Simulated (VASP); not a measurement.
# B: relaxation of cell and atoms with PBE

The system is B.

```xyz
8
Lattice="3.9141 0.0000 0.0000 0.0000 4.3176 0.0000 0.0000 0.0000 3.4597" Properties=species:S:1:pos:R:3 pbc="T T T"
B     0.0000    0.0000    2.5836
B     1.9571    2.1588    2.6060
B     0.0000    0.0000    0.8762
B     1.9571    2.1588    0.8537
B     2.4856    3.6437    0.0000
B     1.4286    0.6739    0.0000
B     0.5285    2.8327    1.7299
B     3.3857    1.4849    1.7299
```

The cell was built from a structure type or drawn by symmetry, and may not be a known phase.

```
Program                : VASP 6.6.1
Task                   : relaxation of cell and atoms
Functional             : PBE
Potentials or basis    : VASP PAW PBE potentials, release 64 (B)
Cutoff                 : 500 eV
k mesh                 : 4 × 4 × 6
Occupations            : gaussian, width 0.1 eV
Spin                   : no spin polarisation
Dipole correction      : no
Further INCAR settings : ALGO = Normal; EDIFF = 1e-07; IBRION = 2; EDIFFG = -0.04; NSW = 90; ISIF = 3
```

The relaxed volume is 7.40 Å³/atom and the relaxed cell is a = 4.121 Å, b = 4.207 Å, c = 3.415 Å, α = 90.00°, β = 90.00°, γ = 90.00°. The space group after relaxing (to 0.1 Å) is P4_2/mnm (No. 136) and the energy gained by relaxing is 6.3 meV/atom. The ionic steps are 28. The pressure after relaxing is -0.1 GPa, the largest force after relaxing is 0.032 eV/Å and the band gap on the k mesh is zero (bands 12 and 13 overlap by 2.16 eV).

Forces in eV/Å, atoms in the order of the input:
```
B    0.000  0.000 -0.005
B    0.000  0.000  0.005
B    0.000  0.000  0.005
B    0.000  0.000 -0.005
B    0.008  0.031  0.000
B   -0.008 -0.031  0.000
B    0.008 -0.031  0.000
B   -0.008  0.031  0.000
```

Stress tensor (GPa, compression positive):
```
-0.05  0.00  0.00
 0.00 -0.15  0.00
 0.00  0.00 -0.02
```

The path:
```
step  energy change (eV)  largest force (eV/Å)  pressure (GPa)  volume (Å³)
   1              0.0000                0.1308            0.26        58.47
   2             -0.0030                0.1180           -0.13        58.57
   3             -0.0030                0.1279           -0.15        58.57
   4             -0.0052                0.0689           -0.23        58.59
   5             -0.0058                0.0271           -0.27        58.60
   6             -0.0072                0.0366            0.07        58.54
   7             -0.0081                0.0754            0.52        58.45
   8             -0.0093                0.0624            0.50        58.49
   9             -0.0115                0.1076            0.48        58.60
  10             -0.0092                0.4040            0.33        58.82
  11             -0.0118                0.1853            0.45        58.66
  12             -0.0124                0.1853            0.40        58.69
  13             -0.0138                0.1867            0.26        58.77
  14             -0.0166                0.1948           -0.01        58.93
  15             -0.0216                0.2149           -0.40        59.25
  16             -0.0104                0.2960           -1.29        59.85
  17             -0.0224                0.2164           -0.51        59.34
  18             -0.0249                0.1741           -0.57        59.40
  19             -0.0286                0.1732           -0.74        59.55
  20             -0.0287                0.1891           -0.79        59.58
  21             -0.0315                0.1812           -0.70        59.55
  22             -0.0381                0.1620           -0.45        59.46
  23             -0.0454                0.1541            0.06        59.28
  24             -0.0414                0.2183            1.34        58.91
  25             -0.0466                0.1669            0.47        59.14
  26             -0.0491                0.0920            0.17        59.18
  27             -0.0498                0.0683           -0.08        59.22
  28             -0.0503                0.0316           -0.07        59.21
```

Final structure:
```
B
1.0
     4.12076    0.00000    0.00000
     0.00000    4.20739    0.00000
     0.00000    0.00000    3.41506
B
8
Direct
  0.00000 0.00000 0.74940
  0.50000 0.50000 0.75060
  0.00000 0.00000 0.25060
  0.50000 0.50000 0.24940
  0.63782 0.85524 0.00000
  0.36218 0.14476 0.00000
  0.13782 0.64476 0.50000
  0.86218 0.35524 0.50000
```

Levels at points of the mesh, in eV from the Fermi level:
```csv
k point,band 9,band 10,band 11,band 12,band 13,band 14,band 15,band 16
"(0.00, 0.00, 0.00)",-3.50,-3.42,-1.79,0.70,1.02,2.67,3.25,5.17
"(0.50, 0.00, 0.00)",-2.35,-2.35,-0.69,-0.69,2.16,2.16,6.13,6.13
"(0.00, 0.50, 0.00)",-2.43,-2.43,-1.11,-1.11,2.38,2.38,6.09,6.09
"(0.50, 0.50, 0.00)",-1.53,-1.53,-0.68,-0.68,0.06,0.06,5.99,5.99
"(0.00, 0.00, 0.50)",-3.62,-3.62,-1.19,-1.19,1.02,1.02,1.87,1.87
"(0.50, 0.00, 0.50)",-3.00,-3.00,-2.64,-2.64,1.01,1.01,5.88,5.88
"(0.00, 0.50, 0.50)",-2.87,-2.87,-2.54,-2.54,0.47,0.47,5.71,5.71
"(0.50, 0.50, 0.50)",-0.99,-0.99,1.16,1.16,3.49,3.49,4.08,4.08
```

Wall time 12 min on 1 thread of AMD EPYC 7R13, on a shared host, peak memory 0.14 GiB.

Caveat: the k points lie up to 0.38 Å⁻¹ apart in the final cell, too coarse for converged energies and pressures of a metal.
